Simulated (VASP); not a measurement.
Write the native input for VASP 6.6.1 that does the following.

```
Task                   : single point
Functional             : PBEsol
Potentials or basis    : VASP PAW PBE potentials, release 64 (Cs_sv, Sn_d, I)
Cutoff                 : 500 eV
k mesh                 : 4 × 4 × 4
Occupations            : fermi-dirac, width 0.02 eV
Spin                   : no spin polarisation
Dipole correction      : no
Further INCAR settings : ALGO = Normal; EDIFF = 1e-06; NBANDS = 47
```

The structure of Cs2SnI6 lies in POSCAR:

```
Cs2SnI6
1.0
    0.0000000000      5.7773992987      5.7773992987
    5.7773992987      0.0000000000      5.7773992987
    5.7773992987      5.7773992987      0.0000000000
Cs Sn I
2 1 6
Direct
    0.2500000000      0.2500000000      0.2500000000
    0.7500000000      0.7500000000      0.7500000000
    0.0000000000      0.0000000000      0.0000000000
    0.2485806914      0.7514193086      0.7514193086
    0.2485806914      0.7514193086      0.2485806914
    0.7514193086      0.2485806914      0.7514193086
    0.7514193086      0.2485806914      0.2485806914
    0.7514193086      0.7514193086      0.2485806914
    0.2485806914      0.2485806914      0.7514193086
```

These files were run (other wordings do the same):

INCAR

```
SYSTEM = Cs2SnI6
ALGO = Normal
EDIFF = 1E-6
ENCUT = 500
GGA = PS
GGA_COMPAT = .False.
ISIF = 2
ISMEAR = -1
LASPH = .True.
LCHARG = .False.
LREAL = .False.
LWAVE = .False.
NBANDS = 47
NELM = 120
PREC = Accurate
SIGMA = 0.02
```

KPOINTS

```
k-points
0
Gamma
  4 4 4
  0 0 0
```

Potentials or basis: VASP PAW PBE potentials, release 64 (Cs_sv, Sn_d, I).

Run with:

```console
$ cat potpaw_PBE.64/Cs_sv/POTCAR potpaw_PBE.64/Sn_d/POTCAR potpaw_PBE.64/I/POTCAR > POTCAR
$ mpirun -np 1 vasp_std > vasp.out
```

It gave:

* Pressure: 0.0 GPa
* Band gap on the k mesh: zero (filled and empty bands touch)

Caveat: the PAW data sets were made with another functional, which shifts forces and pressure a little; spin-orbit coupling is left out, which moves the levels of the heavy elements.

It took 2.3 min on 1 thread of Intel(R) Xeon(R) Platinum 8488C (Sapphire Rapids) (shared host), peak memory 0.55 GiB.
